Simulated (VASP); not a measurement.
Set up this calculation in VASP 6.6.1, as the native input.

```yaml
Task: single point
Functional: PBE
Potentials_or_basis: VASP PAW PBE potentials, release 64 (K_sv, F)
Cutoff: 520 eV
k_mesh: 6 × 6 × 6
Occupations: gaussian, width 0.01 eV
Spin: no spin polarisation
Dipole_correction: no
Further_INCAR_settings: ALGO = Normal; EDIFF = 1e-07; NBANDS = 15
```

The structure of KF lies in POSCAR:

```
KF
1.0
    0.0000000000      2.7100636930      2.7100636930
    2.7100636930      0.0000000000      2.7100636930
    2.7100636930      2.7100636930      0.0000000000
K F
1 1
Direct
    0.0000000000      0.0000000000      0.0000000000
    0.5000000000      0.5000000000      0.5000000000
```

One way to write it, as run:

INCAR

```
PREC = Accurate
ENCUT = 520
EDIFF = 1E-7
ISMEAR = 0
SIGMA = 0.01
LREAL = False
LASPH = True
NELM = 80
ALGO = Normal
ISIF = 2
LWAVE = False
LCHARG = True
GGA = PE
LELF = True
LVHAR = True
NBANDS = 15
```

KPOINTS

```
regular mesh
0
Gamma
  6 6 6
```

Potentials or basis: VASP PAW PBE potentials, release 64 (K_sv, F).

Command:

```console
$ cat potpaw_PBE.64/K_sv/POTCAR potpaw_PBE.64/F/POTCAR > POTCAR
$ mpirun -np 1 vasp_std > vasp.out
```

Results of the run:

* Pressure: 0.0 GPa
* Band gap on the k mesh: 5.95 eV

It took 7.7 s on 1 thread of Intel(R) Xeon(R) 6975P-C (Granite Rapids) (shared host), peak memory 0.16 GiB.
